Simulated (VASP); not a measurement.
Ga:

```
CELL_PARAMETERS angstrom
-1.40686 1.40686 2.26723
1.40686 -1.40686 2.26723
1.40686 1.40686 -2.26723
ATOMIC_POSITIONS crystal
Ga 0.00000 0.00000 0.00000
```

```yaml
Program: VASP 6.6.1
Task: relaxation of cell and atoms
Functional: PBE
Potentials_or_basis: VASP PAW PBE potentials, release 64 (Ga_d)
Cutoff: 600 eV
k_mesh: 20 × 20 × 20
Occupations: gaussian, width 0.1 eV
Spin: no spin polarisation
```

At the start: pressure 3.0 GPa; volume 17.95 Å³/atom.

How do energy, volume and symmetry change on relaxing?

Over 7 steps the energy falls by 9.0 meV/atom and the volume is 18.96 Å³/atom (+5.6 %); space group I4/mmm (No. 139, to 0.1 Å) before and after.

Step by step:
```csv
step,energy change (eV),largest force (eV/Å),pressure (GPa),volume (Å³)
1,0.0000,0.0000,3.03,17.95
2,-0.0088,0.0000,0.33,18.85
3,-0.0089,0.0000,-0.15,19.00
4,-0.0089,0.0000,0.00,18.95
5,-0.0090,0.0000,0.00,18.95
6,-0.0090,0.0000,0.01,18.96
7,-0.0090,0.0000,-0.01,18.96
```

Final structure:
```
Ga
1.0
    -1.42861    1.42861    2.32268
     1.42861   -1.42861    2.32268
     1.42861    1.42861   -2.32268
Ga
1
Direct
  0.00000 0.00000 0.00000
```
